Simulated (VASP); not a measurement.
# ZnS (P6_3mc) in VASP: notebook

The runs below take ZnS through single point, relaxation of cell and atoms, with r2SCAN.

All numbers are computed with VASP 6.6.1; they aren't measurements. Logs are shortened: lines on timing, memory, paths and dates and some standing lists are left out, and cuts for length are marked.

### 1 The cell of the first run

It takes space group P6_3mc (No. 186, hexagonal). The conventional cell has a = 3.806 Å, b = 3.806 Å, c = 6.247 Å, α = 90.00°, β = 90.00°, γ = 120.00°. Zn (site symmetry 3m) has 4 S at 2.33 to 2.34 Å within 3.1 Å. Within 3.1 Å of S (site symmetry 3m) lie 4 Zn at 2.33 to 2.34 Å.

### 2 Single point, r2SCAN

Input file POSCAR:

```
ZnS
1.0
    3.8062158159      0.0000000000      0.0000000000
   -1.9031079079      3.2962795888      0.0000000000
    0.0000000000      0.0000000000      6.2465611904
Zn S
2 2
Direct
    0.3333333333      0.6666666667      0.0053957873
    0.6666666667      0.3333333333      0.5053957873
    0.3333333333      0.6666666667      0.3796042127
    0.6666666667      0.3333333333      0.8796042127
```

Input file INCAR.step1:

```
SYSTEM = ZnS
PREC = Accurate ; ENCUT = 520
ISMEAR = -1 ; SIGMA = 0.05
LREAL = .False. ; LASPH = .True.
NELM = 100 ; NBANDS = 26
GGA = PE ; ALGO = Normal
EDIFF = 1E-4 ; LWAVE = .True.
LCHARG = .False.
```

Input file INCAR.step2:

```
SYSTEM = ZnS
PREC = Accurate ; ENCUT = 520
EDIFF = 1E-7 ; ISMEAR = -1
SIGMA = 0.05 ; LREAL = .False.
LASPH = .True. ; NELM = 100
ALGO = Normal ; ISIF = 2
LWAVE = .False. ; LCHARG = .False.
METAGGA = R2SCAN ; LMIXTAU = .True.
NBANDS = 26 ; ISTART = 1
```

Input file KPOINTS:

```
regular mesh
0
Gamma
  12 12 6
  0 0 0
```

Potentials or basis: VASP PAW PBE potentials, release 64 (Zn, S).

On the command line:

```
$ cat potpaw_PBE.64/Zn/POTCAR potpaw_PBE.64/S/POTCAR > POTCAR
$ cp INCAR.step1 INCAR
$ mpirun -np 1 vasp_std > vasp.out
$ cp INCAR.step2 INCAR
$ mpirun -np 1 vasp_std > vasp.out
```

OUTCAR:

```text
SYSTEM = ZnS
   PREC = Accurate
   ENCUT = 520
   EDIFF = 1E-7
   ISMEAR = -1
   LREAL = .False.
   LASPH = .True.
   NELM = 100
   ISIF = 2
   METAGGA = R2SCAN
   ISTART = 1

 ion  position               nearest neighbor table
   1  0.333  0.667  0.005-   4 2.33   4 2.33   4 2.33   3 2.34
   2  0.667  0.333  0.505-   3 2.33   3 2.33   3 2.33   4 2.34
   3  0.333  0.667  0.380-   2 2.33   2 2.33   2 2.33   1 2.34
   4  0.667  0.333  0.880-   1 2.33   1 2.33   1 2.33   2 2.34

  LATTYP: Found a hexagonal cell.
 ALAT       =     3.8062158159
 C/A-ratio  =     1.6411474001

  Lattice vectors:

 A1 = (   3.8062158159,   0.0000000000,   0.0000000000)
 A2 = (  -1.9031079079,   3.2962795888,   0.0000000000)
 A3 = (   0.0000000000,   0.0000000000,   6.2465611904)

Analysis of symmetry for initial positions (statically):
=====================================================================
 Subroutine PRICEL returns:
 Original cell was already a primitive cell.

 Routine SETGRP: Setting up the symmetry group for a
 hexagonal supercell.

 Subroutine GETGRP returns: Found 12 space group operations
 (whereof  6 operations were pure point group operations)
 out of a pool of 24 trial point group operations.

The static configuration has the point symmetry C_3v.
 The point group associated with its full space group is C_6v.

Analysis of symmetry for dynamics (positions and initial velocities):
=====================================================================
 Subroutine PRICEL returns:
 Original cell was already a primitive cell.

 Routine SETGRP: Setting up the symmetry group for a
 hexagonal supercell.

 Subroutine GETGRP returns: Found 12 space group operations
 (whereof  6 operations were pure point group operations)
 out of a pool of 24 trial point group operations.

The dynamic configuration has the point symmetry C_3v.
 The point group associated with its full space group is C_6v.

 Subroutine INISYM returns: Found 12 space group operations
 (whereof  6 operations are pure point group operations),
 and found     1 'primitive' translations

----------------------------------------------------------------------------------------

                                     Primitive cell

  volume of cell :      78.3716

  direct lattice vectors                    reciprocal lattice vectors
[... 82 lines left out ...]
   PREC   = accura    normal or accurate (medium, high low for compatibility)
   ISTART =      1    job   : 0-new  1-cont  2-samecut
   ICHARG =      0    charge: 1-file 2-atom 10-const
   ISPIN  =      1    spin polarized calculation?
   LNONCOLLINEAR =      F non collinear calculations
   LSORBIT =      F    spin-orbit coupling
   LASPH  =      T    aspherical Exc in radial PAW
   ENCUT  =  520.0 eV  38.22 Ry    6.18 a.u.   7.08  7.08 11.61*2*pi/ulx,y,z
   NELM   =    100;   NELMIN=  2; NELMDL=  0     # of ELM steps
   EDIFF  = 0.1E-06   stopping-criterion for ELM
   LREAL  =      F    real-space projection
   EDIFFG = 0.1E-05   stopping-criterion for IOM
   NSW    =      0    number of steps for IOM
   IBRION =     -1    ionic relax: 0-MD 1-quasi-New 2-CG
   NFREE  =      0    steps in history (QN), initial steepest desc. (CG)
   ISIF   =      2    stress and relaxation
   ISYM   =      2    0-nonsym 1-usesym 2-fastsym
   POTIM  = 0.5000    time-step for ionic-motion
   TEBEG  =    0.0;   TEEND  =   0.0 temperature during run
   PSTRESS=    0.0 pullay stress
   NELECT =      36.0000    total number of electrons
   NUPDOWN=      -1.0000    fix difference up-down
   EMIN   =  10.00;   EMAX   =-10.00  energy-range for DOS
   EFERMI =   0.00;   METHOD = LEGACY
   ISMEAR =    -1;   SIGMA  =   0.05  broadening in eV -4-tet -1-fermi 0-gaus
   EFERMI_NEDOS =   21; number of points for ismear=-14 and -15
   IALGO  =     38    algorithm
   IMIX   =      4    mixing-type and parameters
     AMIX     =   0.40;   BMIX     =  1.00
     AMIX_MAG =   1.60;   BMIX_MAG =  1.00
  volume/ion in A,a.u.               =      19.59       132.22
  Fermi-wavevector in a.u.,A,eV,Ry     =   1.263154  2.387014 21.708873  1.595557
  Thomas-Fermi vector in A             =   2.396525
   LORBIT       =      0    0 simple, 1 ext, 2 COOP (PROOUT), +10 PAW based schemes
   METAGGA = R2SCAN    functional components
   LHFCALC =     F    Hartree Fock is set to
   AEXX    =    0.0000 exact exchange contribution
   IVDW    =     0    specifies the selected vdW correction
   LEPSILON=     F    determine dielectric tensor
   LRPA    =     F    only Hartree local field effects (RPA)
 non-spin polarized calculation
  energy-cutoff  :      520.00
  volume of cell :       78.37
 maximum number of plane-waves:      2130
   NGX = 15   NGY = 15   NGZ = 23

 number of electron      35.9999993 magnetization

 Free energy of the ion-electron system (eV)
  ---------------------------------------------------
  ext. energy  EPLUGINS =         0.00000000
  ---------------------------------------------------
  free energy    TOTEN  =       -37.72377969 eV

  energy without entropy =      -37.72377969  energy(sigma->0) =      -37.72377969

 E-fermi :   2.8738     XC(G=0): -10.3117

 val. band max:        1.9157732404   @ k =   0.0000   0.0000   0.0000
 cond. band min:       4.7013723348   @ k =   0.0000   0.0000   0.0000
 fundamental gap:      2.7855990944
 Fermi energy:         2.8738448262

 k-point     1 :       0.0000    0.0000    0.0000
  band No.  band energies     occupation
      1     -11.8356      2.00000
      2     -10.8759      2.00000
      3      -4.6185      2.00000
      4      -4.6036      2.00000
      5      -4.6036      2.00000
      6      -4.5124      2.00000
[... 685 lines left out ...]
     25      11.3062      0.00000
     26      12.4083      0.00000

 [... further k-points ...]
[... 5 lines left out ...]
  --------------------------------------------------------------------------------------
  -------------------------------------------------------------------------------------
  Total        0.0163775      0.0163775     -0.0029884      0.0000000     -0.0000000      0.0000000
  in kB        0.3348101      0.3348101     -0.0610934      0.0000000     -0.0000000      0.0000000
  external PRESSURE =       0.2028423 kB  Pullay stress =       0.0000000 kB

 VOLUME and BASIS-vectors are now :
 -----------------------------------------------------------------------------
  energy-cutoff  :      520.00
  volume of cell :       78.37
      direct lattice vectors                 reciprocal lattice vectors
     3.806215816  0.000000000  0.000000000     0.262728140  0.151686162  0.000000000
    -1.903107908  3.296279589  0.000000000     0.000000000  0.303372324  0.000000000
     0.000000000  0.000000000  6.246561190     0.000000000  0.000000000  0.160088082

 POSITION                                       TOTAL-FORCE (eV/Angst)
 -----------------------------------------------------------------------------------
     -0.00000      2.19752      0.03371         0.000000     -0.000000      0.002939
      1.90311      1.09876      3.15699        -0.000000      0.000000      0.002939
     -0.00000      2.19752      2.37122        -0.000000      0.000000     -0.002939
      1.90311      1.09876      5.49450        -0.000000      0.000000     -0.002939
 -----------------------------------------------------------------------------------
    total drift:                               -0.000000      0.000000      0.013876

  FREE ENERGIE OF THE ION-ELECTRON SYSTEM (eV)
  ---------------------------------------------------
  free  energy   TOTEN  =       -37.7237796946 eV

  energy  without entropy=      -37.7237796945  energy(sigma->0) =      -37.72377969
```

OSZICAR.step1:

```text
N       E                     dE             d eps       ncg     rms          rms(c)
DAV:   1     0.246074640578E+03    0.24607E+03   -0.17103E+04  3952   0.167E+03
DAV:   2     0.102833570810E+02   -0.23579E+03   -0.22537E+03  4090   0.352E+02
DAV:   3    -0.139336793548E+02   -0.24217E+02   -0.23983E+02  4718   0.112E+02
DAV:   4    -0.145220098343E+02   -0.58833E+00   -0.58703E+00  4658   0.176E+01
DAV:   5    -0.145310309067E+02   -0.90211E-02   -0.90183E-02  4762   0.214E+00    0.989E+00
DAV:   6    -0.136854263522E+02    0.84560E+00   -0.16361E+00  5922   0.371E+01    0.759E+00
DAV:   7    -0.136811638671E+02    0.42625E-02   -0.12423E+00  4194   0.653E+00    0.345E+00
DAV:   8    -0.136744692793E+02    0.66946E-02   -0.34961E-02  4856   0.176E+00    0.974E-01
DAV:   9    -0.136749240033E+02   -0.45472E-03   -0.92806E-03  5360   0.130E+00    0.231E-01
DAV:  10    -0.136750643740E+02   -0.14037E-03   -0.58457E-04  4472   0.331E-01    0.948E-02
DAV:  11    -0.136752795088E+02   -0.21513E-03   -0.33015E-04  3782   0.121E-01    0.607E-02
DAV:  12    -0.136752785930E+02    0.91587E-06   -0.15003E-05  2238   0.423E-02
   1 F= -.13675279E+02 E0= -.13675279E+02  d E =-.587288E-10
```

Run time: 5.1 min. Hardware: 1 thread of AMD EPYC 9R45 (Zen 5), shared host; peak memory 0.26 GiB.

Results:

* Free energy: -37.7238 eV
* Pressure: 0.0 GPa
* Band gap on the k mesh: 2.79 eV

Forces in eV/Å, atoms in the order of the input:
```
Zn   0.000  0.000  0.003
Zn   0.000  0.000  0.003
S    0.000  0.000 -0.003
S    0.000  0.000 -0.003
```

Levels at points of the mesh, in eV from the valence-band top:
| k point | band 14 | band 15 | band 16 | band 17 | band 18 | band 19 | band 20 | band 21 | band 22 | band 23 |
| --- | --- | --- | --- | --- | --- | --- | --- | --- | --- | --- |
| (0.00, 0.00, 0.00) | -0.92 | -0.92 | -0.09 | 0.00 | 0.00 | 2.79 | 3.62 | 6.80 | 6.80 | 7.07 |
| (0.50, 0.00, 0.00) | -4.18 | -3.35 | -2.31 | -1.73 | -0.91 | 4.05 | 4.77 | 5.45 | 7.37 | 7.99 |
| (0.00, 0.00, 0.50) | -2.90 | -0.48 | -0.48 | -0.48 | -0.48 | 4.11 | 4.11 | 7.26 | 7.26 | 7.26 |
| (0.50, 0.00, 0.50) | -4.96 | -1.68 | -1.68 | -1.66 | -1.66 | 3.96 | 3.96 | 5.66 | 5.66 | 9.38 |

Caveat: the PAW data sets were made with another functional, which shifts forces and pressure a little. A k mesh can miss the band edges.

### 3 Relaxation of cell and atoms, r2SCAN, target pressure -2 GPa, at which the enthalpy is minimised

POSCAR is that of step 2.

Input file INCAR.step1:

```
SYSTEM = ZnS
PREC = Accurate ; ENCUT = 600
ISMEAR = 0 ; SIGMA = 0.01
LREAL = .False. ; LASPH = .True.
NELM = 80 ; GGA = PE
ALGO = Normal ; EDIFF = 1E-4
LWAVE = .True. ; LCHARG = .False.
```

Input file INCAR.step2:

```
SYSTEM = ZnS
PREC = Accurate ; ENCUT = 600
EDIFF = 1E-7 ; ISMEAR = 0
SIGMA = 0.01 ; LREAL = .False.
LASPH = .True. ; NELM = 80
ALGO = Normal ; ISIF = 3
LWAVE = .False. ; LCHARG = .False.
METAGGA = R2SCAN ; LMIXTAU = .True.
IBRION = 2 ; NSW = 100
EDIFFG = -0.002 ; PSTRESS = -20.0
ISTART = 1
```

Input file KPOINTS:

```
Automatic mesh
0
Gamma
  6 6 4
  0 0 0
```

Potentials or basis: VASP PAW PBE potentials, release 64 (Zn, S).

On the command line:

```
$ cat potpaw_PBE.64/Zn/POTCAR potpaw_PBE.64/S/POTCAR > POTCAR
$ cp INCAR.step1 INCAR
$ mpirun -np 1 vasp_std > vasp.out
$ cp INCAR.step2 INCAR
$ mpirun -np 1 vasp_std > vasp.out
```

It took 13 min on 1 thread of AMD EPYC 9R45 (Zen 5), shared host; peak memory 0.21 GiB.

Results (log left out):

```
Free energy                                                : -37.7086 eV
Relaxed volume                                             : 20.13 Å³/atom
Relaxed cell                                               : a = 3.843 Å, b = 3.843 Å, c = 6.296 Å, α = 90.00°, β = 90.00°, γ = 120.00°
Space group after relaxing (to 0.1 Å)                      : P6_3mc (No. 186)
Energy change on relaxing (the run minimises the enthalpy) : +3.7 meV/atom
Ionic steps                                                : 10
Pressure after relaxing                                    : -2.0 GPa
Band gap on the k mesh                                     : 2.66 eV
```

Step by step:
```
step  energy change (eV)  largest force (eV/Å)  pressure (GPa)  volume (Å³)
   1              0.0000                0.0019            0.01        78.37
   2              0.0249                0.0143           -2.59        81.19
   3              0.0132                0.0115           -1.90        80.39
   4              0.0147                0.0120           -2.00        80.51
   5              0.0152                0.0121           -2.03        80.55
   6              0.0146                0.0080           -2.00        80.50
   7              0.0145                0.0075           -1.99        80.50
   8              0.0143                0.0064           -1.98        80.49
   9              0.0140                0.0044           -1.95        80.46
  10              0.0146                0.0005           -2.00        80.51
```

Final structure:
```xyz
4
Lattice="3.8425 0.0000 0.0000 -1.9213 3.3277 0.0000 0.0000 0.0000 6.2964" Properties=species:S:1:pos:R:3 pbc="T T T"
Zn    0.0000    2.2185    0.0323
Zn    1.9213    1.1092    3.1805
S     0.0000    2.2185    2.3918
S     1.9213    1.1092    5.5400
```

Levels at points of the mesh, in eV from the valence-band top:
```
           k point  band 16  band 17  band 18  band 19  band 20  band 21
(0.00, 0.00, 0.00)    -0.07     0.00     0.00     2.66     3.56     6.81
(0.50, 0.00, 0.00)    -2.21    -1.64    -0.87     4.06     4.71     5.48
(0.00, 0.00, 0.50)    -0.46    -0.46    -0.46     4.02     4.02     7.27
(0.50, 0.00, 0.50)    -1.60    -1.59    -1.59     3.96     3.96     5.67
```

Caveat: the cell is relaxed towards a set pressure, so the run minimises the enthalpy, not the energy; the PAW data sets were made with another functional, which shifts forces and pressure a little.
